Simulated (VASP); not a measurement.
Write the native input for VASP 6.6.1 that does the following.

- Task: single point
- Functional: PBE
- Potentials or basis: VASP PAW PBE potentials, release 64 (Nb_sv, Sn_d)
- Cutoff: 520 eV
- k mesh: 8 × 8 × 5
- Occupations: fermi-dirac, width 0.05 eV
- Spin: no spin polarisation
- Dipole correction: no
- Further INCAR settings: ALGO = Normal; EDIFF = 1e-07; NBANDS = 35

The structure of NbSn lies in POSCAR:

```
NbSn
1.0
    4.1338761580      0.0000000000      0.0000000000
   -2.0669380790      3.5800417741      0.0000000000
    0.0000000000      0.0000000000      5.6713619055
Nb Sn
2 2
Direct
    0.0000000000      0.0000000000      0.0000000000
    0.0000000000      0.0000000000      0.5000000000
    0.3333333300      0.6666666700      0.2500000000
    0.6666666700      0.3333333300      0.7500000000
```

This cell differs from its parent crystal: volume scaled by 1.06.

These files were run (other wordings do the same):

INCAR

```
  PREC = Accurate
  ENCUT = 520
  EDIFF = 1E-7
  ISMEAR = -1
  SIGMA = 0.05
  LREAL = False
  LASPH = True
  NELM = 100
  ALGO = Normal
  ISIF = 2
  LWAVE = False
  LCHARG = True
  GGA = PE
  LELF = True
  LVHAR = True
  NBANDS = 35
```

KPOINTS

```
regular mesh
0
Gamma
  8 8 5
```

Potentials or basis: VASP PAW PBE potentials, release 64 (Nb_sv, Sn_d).

Launch:

```sh
$ cat potpaw_PBE.64/Nb_sv/POTCAR potpaw_PBE.64/Sn_d/POTCAR > POTCAR
$ mpirun -np 1 vasp_std > vasp.out
```

It gave:

The pressure is 16.2 GPa and the band gap on the k mesh is zero (band 27 reaches 10.39 eV, above the bottom of band 28 at 9.61 eV).

Caveat: spin-orbit coupling is left out, which moves the levels of the heavy elements.

Run time: 50 s on 1 thread of Intel(R) Xeon(R) 6975P-C (Granite Rapids) (shared host), peak memory 0.23 GiB.
